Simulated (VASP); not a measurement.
Wanted: the native input for a VASP 6.6.1 run.

* Task: single point
* Functional: revPBE
* Potentials or basis: VASP PAW PBE potentials, release 64 (Ta_pv)
* Cutoff: 520 eV
* k mesh: 11 × 11 × 11
* Occupations: fermi-dirac, width 0.05 eV
* Spin: no spin polarisation
* Dipole correction: no
* Further INCAR settings: ALGO = Normal; EDIFF = 1e-06; NBANDS = 12

The structure of Ta lies in POSCAR:

```
Ta
1.0
   -1.6655468140      1.6655468140      1.6655468140
    1.6655468140     -1.6655468140      1.6655468140
    1.6655468140      1.6655468140     -1.6655468140
Ta
1
Direct
    0.0000000000      0.0000000000      0.0000000000
```

The input as run:

INCAR

```
PREC = Accurate
ENCUT = 520
EDIFF = 1E-6
ISMEAR = -1
SIGMA = 0.05
LREAL = F
LASPH = T
NELM = 80
ALGO = Normal
ISIF = 2
LWAVE = F
LCHARG = F
GGA = RE
NBANDS = 12
```

KPOINTS

```
Automatic mesh
0
Gamma
  11 11 11
```

Potentials or basis: VASP PAW PBE potentials, release 64 (Ta_pv).

Command:

```console
$ cat potpaw_PBE.64/Ta_pv/POTCAR > POTCAR
$ mpirun -np 1 vasp_std > vasp.out
```

It gave:

- Pressure: 0.1 GPa

Caveat: the PAW data sets were made with another functional, which shifts forces and pressure a little.

Wall time 24 s on 1 thread of AMD EPYC 7R13, with other jobs on the host, peak memory 0.11 GiB.
